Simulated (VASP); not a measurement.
The system is C.

```
C
1.0
     0.00000    1.78337    1.78337
     1.78337    0.00000    1.78337
     1.78337    1.78337    0.00000
C
2
Direct
  0.00000 0.00000 0.00000
  0.25000 0.25000 0.25000
```

- Program: VASP 6.6.1
- Task: relaxation of cell and atoms
- Functional: LDA
- Potentials or basis: VASP PAW LDA potentials, release 64 (C)
- Cutoff: 600 eV
- k mesh: 10 × 10 × 10
- Occupations: gaussian, width 0.01 eV
- Spin: no spin polarisation

At the start: pressure -12.4 GPa; volume 5.67 Å³/atom.

Task: Where does the relaxation end?

Result: Over 6 steps the energy falls by 6.2 meV/atom and the volume is 5.52 Å³/atom (-2.8 %); space group Fd-3m (No. 227, to 0.05 Å).

Step by step:
```
step  energy change (eV)  largest force (eV/Å)  pressure (GPa)  volume (Å³)
   1              0.0000                0.0000          -12.37        11.34
   2              0.0089                0.0000           17.94        10.64
   3             -0.0123                0.0000           -0.11        11.03
   4             -0.0123                0.0000            0.15        11.03
   5             -0.0123                0.0000           -0.16        11.03
   6             -0.0123                0.0000            0.00        11.03
```

Final structure:
```
C
1.0
     0.00000    1.76682    1.76682
     1.76682    0.00000    1.76682
     1.76682    1.76682    0.00000
C
2
Direct
  0.00000 0.00000 0.00000
  0.25000 0.25000 0.25000
```
